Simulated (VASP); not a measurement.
Wanted: the native input for a VASP 6.6.1 run.

```yaml
Task: single point
Functional: PBE
Potentials_or_basis: VASP PAW PBE potentials, release 64 (Zn, S)
Cutoff: 520 eV
k_mesh: 12 × 12 × 2
Occupations: gaussian, width 0.05 eV
Spin: no spin polarisation
Dipole_correction: no
Further_INCAR_settings: ALGO = Normal; EDIFF = 1e-06; NBANDS = 46
```

The structure of ZnS lies in POSCAR:

```
ZnS
1.0
    3.8467234474      0.0000000000      0.0000000000
   -1.9233617237      3.3313602268      0.0000000000
    0.0000000000      0.0000000000     12.5902250312
Zn S
4 4
Direct
   -0.0031764741     -0.0063529483      0.0000503475
    0.0031764741      0.0063529483      0.5000503475
    0.3243280028      0.6486560056      0.2500245131
    0.6756719972      0.3513439944      0.7500245131
   -0.0081192567     -0.0162385133      0.1872896980
    0.0081192567      0.0162385133      0.6872896980
    0.3356987178      0.6713974357      0.4376354414
    0.6643012822      0.3286025643      0.9376354414
```

This cell differs from its parent crystal: atoms displaced along a vibrational mode.

These files were run (other wordings do the same):

INCAR

```
SYSTEM = ZnS
  PREC = Accurate
  ENCUT = 520
  EDIFF = 1E-6
  ISMEAR = 0
  SIGMA = 0.05
  LREAL = .False.
  LASPH = .True.
  NELM = 80
  ALGO = Normal
  ISIF = 2
  LWAVE = .False.
  LCHARG = .True.
  GGA = PE
  LELF = .True.
  LVHAR = .True.
  NBANDS = 46
```

KPOINTS

```
regular mesh
0
Gamma
  12 12 2
  0 0 0
```

Potentials or basis: VASP PAW PBE potentials, release 64 (Zn, S).

The run is started by

```sh
$ cat potpaw_PBE.64/Zn/POTCAR potpaw_PBE.64/S/POTCAR > POTCAR
$ mpirun -np 1 vasp_std > vasp.out
```

Results of the run:

```yaml
Pressure: 0.2 GPa
Largest_force: 0.046 eV/Å
Band_gap_on_the_k_mesh: 2.04 eV
```

Caveat: the cell differs from its parent crystal (atoms displaced along a vibrational mode).

It took 12 min on 1 thread of Intel(R) Xeon(R) Platinum 8259CL CPU @ 2.50GHz (Skylake/Cascade Lake), on a shared host, peak memory 0.59 GiB.
